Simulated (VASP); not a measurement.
Here is a VASP 6.6.1 calculation.

The input INCAR:

```
PREC = Accurate
ENCUT = 600
EDIFF = 1E-7
ISMEAR = 0
SIGMA = 0.1
LREAL = F
LASPH = T
NELM = 60
ALGO = Normal
ISIF = 3
LWAVE = F
LCHARG = F
GGA = PE
IBRION = 2
NSW = 100
EDIFFG = -0.01
```

File KPOINTS:

```
regular mesh
0
Gamma
  18 18 18
```

POSCAR

```
LiTi
1.0
    3.1729726905      0.0000000000      0.0000000000
    0.0000000000      3.1729726905      0.0000000000
    0.0000000000      0.0000000000      3.1729726905
Li Ti
1 1
Direct
    0.0000000000      0.0000000000      0.0000000000
    0.5000000000      0.5000000000      0.5000000000
```

Potentials or basis: VASP PAW PBE potentials, release 64 (Li_sv, Ti_sv).

Command:

```console
$ cat potpaw_PBE.64/Li_sv/POTCAR potpaw_PBE.64/Ti_sv/POTCAR > POTCAR
$ mpirun -np 1 vasp_std > vasp.out
```

Problem. Estimate the band gap on the k mesh.

Solution. Zero (an odd number of electrons rules out a gap without spin polarisation).

Final structure:
```yaml
crystal:
  lattice:
    - [3.17297, 0.00000, 0.00000]
    - [0.00000, 3.17297, 0.00000]
    - [0.00000, 0.00000, 3.17297]
  atoms:
    - { symbol: Li, position: [0.00000, 0.00000, 0.00000] }
    - { symbol: Ti, position: [0.50000, 0.50000, 0.50000] }
```

Caveat: the relaxation stopped at its first step, so nothing moved.
